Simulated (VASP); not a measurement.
# C (P6_3/mmc) in VASP: further runs

Aim: see how the results for C move with the level of theory and the settings. Levels: PBE, LDA, r2SCAN. Tasks: single point, relaxation of cell and atoms.

Program: VASP 6.6.1. These are calculated values, not measurements. Logs are shortened: lines on timing, memory, paths and dates and some standing lists are left out, and cuts for length are marked.

## 1. The cell of the first run

It takes space group P6_3/mmc (No. 194, hexagonal). The conventional cell has a = 2.503 Å, b = 2.503 Å, c = 4.169 Å, α = 90.00°, β = 90.00°, γ = 120.00°. Within 2.0 Å of C (site symmetry 3m) lie 4 C at 1.54 to 1.56 Å.

## 2. Single point, PBE

INCAR

```
PREC = Accurate
ENCUT = 520
EDIFF = 1E-6
ISMEAR = -1
SIGMA = 0.02
LREAL = False
LASPH = True
NELM = 80
ALGO = Normal
ISIF = 2
LWAVE = False
LCHARG = False
GGA = PE
NBANDS = 16
```

KPOINTS

```
Automatic mesh
0
Gamma
  12 12 6
```

POSCAR

```
C
1.0
    2.5031953547      0.0000000000      0.0000000000
   -1.2515976774      2.1678307678      0.0000000000
    0.0000000000      0.0000000000      4.1688692743
C
4
Direct
    0.3333333333      0.6666666667      0.0002313159
    0.6666666667      0.3333333333      0.5002313159
    0.3333333333      0.6666666667      0.3747686841
    0.6666666667      0.3333333333      0.8747686841
```

Potentials or basis: VASP PAW PBE potentials, release 64 (C).

Command:

```console
$ cat potpaw_PBE.64/C/POTCAR > POTCAR
$ mpirun -np 1 vasp_std > vasp.out
```

OUTCAR:

```text
PREC = Accurate
   ENCUT = 520
   EDIFF = 1E-6
   ISMEAR = -1
   LREAL = False
   LASPH = True
   NELM = 80
   ISIF = 2
   GGA = PE

 ion  position               nearest neighbor table
   1  0.333  0.667  0.000-   4 1.54   4 1.54   4 1.54   3 1.56
   2  0.667  0.333  0.500-   3 1.54   3 1.54   3 1.54   4 1.56
   3  0.333  0.667  0.375-   2 1.54   2 1.54   2 1.54   1 1.56
   4  0.667  0.333  0.875-   1 1.54   1 1.54   1 1.54   2 1.56

  LATTYP: Found a hexagonal cell.
 ALAT       =     2.5031953547
 C/A-ratio  =     1.6654190679

  Lattice vectors:

 A1 = (   2.5031953547,   0.0000000000,   0.0000000000)
 A2 = (  -1.2515976774,   2.1678307678,   0.0000000000)
 A3 = (   0.0000000000,   0.0000000000,   4.1688692743)

Analysis of symmetry for initial positions (statically):
=====================================================================
 Subroutine PRICEL returns:
 Original cell was already a primitive cell.

 Routine SETGRP: Setting up the symmetry group for a
 hexagonal supercell.

 Subroutine GETGRP returns: Found 24 space group operations
 (whereof  6 operations were pure point group operations)
 out of a pool of 24 trial point group operations.

The static configuration has the point symmetry C_3v.
 The point group associated with its full space group is D_6h.

Analysis of symmetry for dynamics (positions and initial velocities):
=====================================================================
 Subroutine PRICEL returns:
 Original cell was already a primitive cell.

 Routine SETGRP: Setting up the symmetry group for a
 hexagonal supercell.

 Subroutine GETGRP returns: Found 24 space group operations
 (whereof  6 operations were pure point group operations)
 out of a pool of 24 trial point group operations.

The dynamic configuration has the point symmetry C_3v.
 The point group associated with its full space group is D_6h.

 Subroutine INISYM returns: Found 24 space group operations
 (whereof  6 operations are pure point group operations),
 and found     1 'primitive' translations

----------------------------------------------------------------------------------------

                                     Primitive cell

  volume of cell :      22.6224

  direct lattice vectors                    reciprocal lattice vectors
[... 86 lines left out ...]
   LNONCOLLINEAR =      F non collinear calculations
   LSORBIT =      F    spin-orbit coupling
   LASPH  =      T    aspherical Exc in radial PAW
   ENCUT  =  520.0 eV  38.22 Ry    6.18 a.u.   4.65  4.65  7.75*2*pi/ulx,y,z
   NELM   =     80;   NELMIN=  2; NELMDL= -5     # of ELM steps
   EDIFF  = 0.1E-05   stopping-criterion for ELM
   LREAL  =      F    real-space projection
   EDIFFG = 0.1E-04   stopping-criterion for IOM
   NSW    =      0    number of steps for IOM
   IBRION =     -1    ionic relax: 0-MD 1-quasi-New 2-CG
   NFREE  =      0    steps in history (QN), initial steepest desc. (CG)
   ISIF   =      2    stress and relaxation
   ISYM   =      2    0-nonsym 1-usesym 2-fastsym
   POTIM  = 0.5000    time-step for ionic-motion
   TEBEG  =    0.0;   TEEND  =   0.0 temperature during run
   PSTRESS=    0.0 pullay stress
   NELECT =      16.0000    total number of electrons
   NUPDOWN=      -1.0000    fix difference up-down
   EMIN   =  10.00;   EMAX   =-10.00  energy-range for DOS
   EFERMI =   0.00;   METHOD = LEGACY
   ISMEAR =    -1;   SIGMA  =   0.02  broadening in eV -4-tet -1-fermi 0-gaus
   EFERMI_NEDOS =   21; number of points for ismear=-14 and -15
   IALGO  =     38    algorithm
   IMIX   =      4    mixing-type and parameters
     AMIX     =   0.40;   BMIX     =  1.00
     AMIX_MAG =   1.60;   BMIX_MAG =  1.00
  volume/ion in A,a.u.               =       5.66        38.17
  Fermi-wavevector in a.u.,A,eV,Ry     =   1.458597  2.756349 28.946471  2.127506
  Thomas-Fermi vector in A             =   2.575263
   LORBIT       =      0    0 simple, 1 ext, 2 COOP (PROOUT), +10 PAW based schemes
   GGA     = PE    functional components
   LHFCALC =     F    Hartree Fock is set to
   AEXX    =    0.0000 exact exchange contribution
   IVDW    =     0    specifies the selected vdW correction
   LEPSILON=     F    determine dielectric tensor
   LRPA    =     F    only Hartree local field effects (RPA)
 non-spin polarized calculation
  energy-cutoff  :      520.00
  volume of cell :       22.62
 maximum number of plane-waves:       622
 NGX is ok and might be reduce to    20
   NGX =  9   NGY =  9   NGZ = 15

 number of electron      16.0000000 magnetization

 Free energy of the ion-electron system (eV)
  ---------------------------------------------------
  ext. energy  EPLUGINS =         0.00000000
  ---------------------------------------------------
  free energy    TOTEN  =       -36.26914990 eV

  energy without entropy =      -36.26914990  energy(sigma->0) =      -36.26914990

 E-fermi :  10.5190     XC(G=0): -13.2601

 val. band max:       10.0589935471   @ k =   0.0000   0.0000   0.0000
 cond. band min:      13.3692601978   @ k =   0.3333   0.3333   0.0000
 fundamental gap:      3.3102666507
 Fermi energy:        10.5189637057

 k-point     1 :       0.0000    0.0000    0.0000
  band No.  band energies     occupation
      1     -11.7670      2.00000
      2      -6.1850      2.00000
      3      -3.6571      2.00000
      4       6.9750      2.00000
      5       6.9750      2.00000
      6       9.5813      2.00000
[... 433 lines left out ...]
      3      -1.0993      2.00000
      4       0.5405      2.00000
      5       2.7734      2.00000
      6       4.3673      2.00000
[... 8 lines left out ...]
     15      24.5670      0.00000
     16      27.0746      0.00000

 [... further k-points ...]
[... 5 lines left out ...]
  --------------------------------------------------------------------------------------
  -------------------------------------------------------------------------------------
  Total        0.7223929      0.7223929      0.6061907     -0.0000000      0.0000000      0.0000000
  in kB       51.1617789     51.1617789     42.9320315     -0.0000000      0.0000000      0.0000000
  external PRESSURE =      48.4185297 kB  Pullay stress =       0.0000000 kB

 VOLUME and BASIS-vectors are now :
 -----------------------------------------------------------------------------
  energy-cutoff  :      520.00
  volume of cell :       22.62
      direct lattice vectors                 reciprocal lattice vectors
     2.503195355  0.000000000  0.000000000     0.399489396  0.230645310  0.000000000
    -1.251597677  2.167830768  0.000000000     0.000000000  0.461290620  0.000000000
     0.000000000  0.000000000  4.168869274     0.000000000  0.000000000  0.239873197

 POSITION                                       TOTAL-FORCE (eV/Angst)
 -----------------------------------------------------------------------------------
     -0.00000      1.44522      0.00096        -0.000000      0.000000      0.016090
      1.25160      0.72261      2.08540        -0.000000      0.000000      0.016090
     -0.00000      1.44522      1.56236         0.000000     -0.000000     -0.016090
      1.25160      0.72261      3.64680         0.000000     -0.000000     -0.016090
 -----------------------------------------------------------------------------------
    total drift:                               -0.000000      0.000000      0.000000

  FREE ENERGIE OF THE ION-ELECTRON SYSTEM (eV)
  ---------------------------------------------------
  free  energy   TOTEN  =       -36.2691499017 eV

  energy  without entropy=      -36.2691499017  energy(sigma->0) =      -36.26914990
```

Run time: 16 s. Hardware: 1 thread of Intel Xeon Platinum 8375C at 2.90GHz (Ice Lake), shared host; peak memory 0.14 GiB.

What came out:

- Free energy: -36.2691 eV
- Pressure: 4.8 GPa
- Largest force: 0.016 eV/Å
- Band gap on the k mesh: 3.31 eV, indirect (least direct gap 4.99 eV)

Forces in eV/Å, atoms in the order of the input:
```
C    0.000  0.000  0.016
C    0.000  0.000  0.016
C    0.000  0.000 -0.016
C    0.000  0.000 -0.016
```

Stress tensor (GPa, compression positive):
```
5.12 0.00 0.00
0.00 5.12 0.00
0.00 0.00 4.29
```

## 3. Single point, LDA

INCAR

```
  PREC = Accurate
  ENCUT = 520
  EDIFF = 1E-7
  ISMEAR = 0
  SIGMA = 0.01
  LREAL = False
  LASPH = True
  NELM = 100
  ALGO = Normal
  ISIF = 2
  LWAVE = False
  LCHARG = True
  GGA = CA
  LELF = True
  LVHAR = True
  NBANDS = 16
```

KPOINTS

```
regular mesh
0
Gamma
  12 12 6
```

POSCAR is that of step 2.

Potentials or basis: VASP PAW LDA potentials, release 64 (C).

Command:

```console
$ cat potpaw_LDA.64/C/POTCAR > POTCAR
$ mpirun -np 1 vasp_std > vasp.out
```

OUTCAR:

```text
PREC = Accurate
   ENCUT = 520
   EDIFF = 1E-7
   ISMEAR = 0
   LREAL = False
   LASPH = True
   NELM = 100
   ISIF = 2
   GGA = CA

 ion  position               nearest neighbor table
   1  0.333  0.667  0.000-   4 1.54   4 1.54   4 1.54   3 1.56
   2  0.667  0.333  0.500-   3 1.54   3 1.54   3 1.54   4 1.56
   3  0.333  0.667  0.375-   2 1.54   2 1.54   2 1.54   1 1.56
   4  0.667  0.333  0.875-   1 1.54   1 1.54   1 1.54   2 1.56

  LATTYP: Found a hexagonal cell.
 ALAT       =     2.5031953547
 C/A-ratio  =     1.6654190679

  Lattice vectors:

 A1 = (   2.5031953547,   0.0000000000,   0.0000000000)
 A2 = (  -1.2515976774,   2.1678307678,   0.0000000000)
 A3 = (   0.0000000000,   0.0000000000,   4.1688692743)

Analysis of symmetry for initial positions (statically):
=====================================================================
 Subroutine PRICEL returns:
 Original cell was already a primitive cell.

 Routine SETGRP: Setting up the symmetry group for a
 hexagonal supercell.

 Subroutine GETGRP returns: Found 24 space group operations
 (whereof  6 operations were pure point group operations)
[... 167 lines left out ...]
  free energy    TOTEN  =       -40.37828024 eV

  energy without entropy =      -40.37828024  energy(sigma->0) =      -40.37828024

 E-fermi :  10.1419     XC(G=0): -13.5078

 val. band max:       10.0525233191   @ k =   0.0000   0.0000   0.0000
 cond. band min:      13.1578699222   @ k =   0.3333   0.3333   0.0000
 fundamental gap:      3.1053466031
 Fermi energy:        10.1419079729

 k-point     1 :       0.0000    0.0000    0.0000
  band No.  band energies     occupation
      1     -11.6125      2.00000
      2      -5.9687      2.00000
      3      -3.6517      2.00000
      4       6.9805      2.00000
      5       6.9805      2.00000
      6       9.5721      2.00000
[... 433 lines left out ...]
      3      -0.9656      2.00000
      4       0.5274      2.00000
      5       2.8631      2.00000
      6       4.3705      2.00000
[... 8 lines left out ...]
     15      24.4252      0.00000
     16      26.9469      0.00000

 [... further k-points ...]
[... 5 lines left out ...]
  --------------------------------------------------------------------------------------
  -------------------------------------------------------------------------------------
  Total       -1.2938004     -1.2938004     -1.3069103      0.0000000      0.0000000     -0.0000000
  in kB      -91.6303737    -91.6303737    -92.5588545      0.0000000      0.0000000     -0.0000000
  external PRESSURE =     -91.9398673 kB  Pullay stress =       0.0000000 kB

 VOLUME and BASIS-vectors are now :
 -----------------------------------------------------------------------------
  energy-cutoff  :      520.00
  volume of cell :       22.62
      direct lattice vectors                 reciprocal lattice vectors
     2.503195355  0.000000000  0.000000000     0.399489396  0.230645310  0.000000000
    -1.251597677  2.167830768  0.000000000     0.000000000  0.461290620  0.000000000
     0.000000000  0.000000000  4.168869274     0.000000000  0.000000000  0.239873197

 POSITION                                       TOTAL-FORCE (eV/Angst)
 -----------------------------------------------------------------------------------
     -0.00000      1.44522      0.00096         0.000000      0.000000      0.005463
      1.25160      0.72261      2.08540        -0.000000      0.000000      0.005463
     -0.00000      1.44522      1.56236         0.000000      0.000000     -0.005463
      1.25160      0.72261      3.64680        -0.000000      0.000000     -0.005463
 -----------------------------------------------------------------------------------
    total drift:                               -0.000000      0.000000      0.000000

  FREE ENERGIE OF THE ION-ELECTRON SYSTEM (eV)
  ---------------------------------------------------
  free  energy   TOTEN  =       -40.3782802356 eV

  energy  without entropy=      -40.3782802356  energy(sigma->0) =      -40.37828024
```

OSZICAR:

```text
N       E                     dE             d eps       ncg     rms          rms(c)
DAV:   1     0.157827183451E+02    0.15783E+02   -0.82970E+03  2432   0.972E+02
DAV:   2    -0.401914527940E+02   -0.55974E+02   -0.51578E+02  3480   0.185E+02
DAV:   3    -0.419972611506E+02   -0.18058E+01   -0.17997E+01  3008   0.282E+01
DAV:   4    -0.420047667548E+02   -0.75056E-02   -0.75046E-02  3048   0.229E+00
DAV:   5    -0.420048052423E+02   -0.38488E-04   -0.38487E-04  2968   0.147E-01    0.807E+00
DAV:   6    -0.408003106820E+02    0.12045E+01   -0.76980E-01  2784   0.539E+00    0.469E+00
DAV:   7    -0.403792698560E+02    0.42104E+00   -0.86986E-01  3120   0.588E+00    0.101E+00
DAV:   8    -0.403783084148E+02    0.96144E-03   -0.17265E-02  2576   0.894E-01    0.473E-02
DAV:   9    -0.403782765224E+02    0.31892E-04   -0.97059E-05  3064   0.780E-02    0.282E-02
DAV:  10    -0.403782804378E+02   -0.39153E-05   -0.61962E-06  3064   0.184E-02    0.685E-03
DAV:  11    -0.403782802489E+02    0.18885E-06   -0.60135E-07  3128   0.494E-03    0.665E-04
DAV:  12    -0.403782802356E+02    0.13276E-07   -0.48937E-09  1776   0.576E-04
   1 F= -.40378280E+02 E0= -.40378280E+02  d E =-.261345E-39
```

Run time: 17 s. Hardware: 1 thread of Intel Xeon Platinum 8375C at 2.90GHz (Ice Lake), shared host; peak memory 0.13 GiB.

Results:

```
Free energy            : -40.3783 eV
Pressure               : -9.2 GPa
Largest force          : 0.005 eV/Å
Band gap on the k mesh : 3.11 eV, indirect (least direct gap 4.94 eV)
```

Forces in eV/Å, atoms in the order of the input:
```
C    0.000  0.000  0.005
C    0.000  0.000  0.005
C    0.000  0.000 -0.005
C    0.000  0.000 -0.005
```

Stress tensor (GPa, compression positive):
```
-9.16  0.00  0.00
 0.00 -9.16  0.00
 0.00  0.00 -9.26
```

## 4. Single point, r2SCAN

POSCAR is that of step 3.

INCAR.step1

```
PREC     = Accurate       # precision mode
ENCUT    = 520            # plane-wave cutoff, eV
ISMEAR   = -1             # smearing method
SIGMA    = 0.02           # smearing width, eV
LREAL    = False          # projectors in reciprocal space
LASPH    = True           # aspherical terms in the spheres
NELM     = 100            # most SCF steps
NBANDS   = 16             # bands
GGA      = PE             # functional
ALGO     = Normal         # electronic algorithm
EDIFF    = 1E-4           # SCF threshold, eV
LWAVE    = True           # write WAVECAR
LCHARG   = False          # write CHGCAR
```

INCAR.step2

```
PREC     = Accurate       # precision mode
ENCUT    = 520            # plane-wave cutoff, eV
EDIFF    = 1E-7           # SCF threshold, eV
ISMEAR   = -1             # smearing method
SIGMA    = 0.02           # smearing width, eV
LREAL    = False          # projectors in reciprocal space
LASPH    = True           # aspherical terms in the spheres
NELM     = 100            # most SCF steps
ALGO     = Normal         # electronic algorithm
ISIF     = 2              # what is computed and relaxed
LWAVE    = False          # write WAVECAR
LCHARG   = True           # write CHGCAR
METAGGA  = R2SCAN         # meta-GGA
LMIXTAU  = True         
LELF     = True           # ELF
LVHAR    = True         
NBANDS   = 16             # bands
ISTART   = 1
```

KPOINTS is that of step 3.

Potentials or basis: VASP PAW PBE potentials, release 64 (C).

Command:

```console
$ cat potpaw_PBE.64/C/POTCAR > POTCAR
$ cp INCAR.step1 INCAR
$ mpirun -np 1 vasp_std > vasp.out
$ cp INCAR.step2 INCAR
$ mpirun -np 1 vasp_std > vasp.out
```

It took 90 s on 1 thread of Intel Xeon Platinum 8375C at 2.90GHz (Ice Lake), shared host; peak memory 0.14 GiB.

Results (log left out):

| Item | Value |
| --- | --- |
| Free energy | -39.2047 eV |
| Pressure | 1.1 GPa |
| Largest force | 0.010 eV/Å |
| Band gap on the k mesh | 3.56 eV, indirect (least direct gap 5.19 eV) |

Forces in eV/Å, atoms in the order of the input:
```
C    0.000  0.000  0.010
C    0.000  0.000  0.010
C    0.000  0.000 -0.010
C    0.000  0.000 -0.010
```

Levels at points of the mesh, in eV from the valence-band top:
| k point | band 5 | band 6 | band 7 | band 8 | band 9 | band 10 | band 11 | band 12 |
| --- | --- | --- | --- | --- | --- | --- | --- | --- |
| (0.00, 0.00, 0.00) | -3.28 | -0.50 | 0.00 | 0.00 | 5.19 | 5.19 | 5.58 | 8.47 |
| (0.50, 0.00, 0.00) | -9.77 | -6.85 | -6.24 | -3.35 | 4.72 | 8.58 | 8.72 | 8.81 |
| (0.00, 0.00, 0.50) | -1.97 | -1.97 | -1.97 | -1.97 | 7.62 | 7.62 | 7.62 | 7.62 |
| (0.50, 0.00, 0.50) | -5.41 | -5.41 | -5.13 | -5.13 | 6.19 | 6.19 | 6.82 | 6.82 |

Caveat: the PAW data sets were made with another functional, which shifts forces and pressure a little.

(Continued in part 2 of 2.)
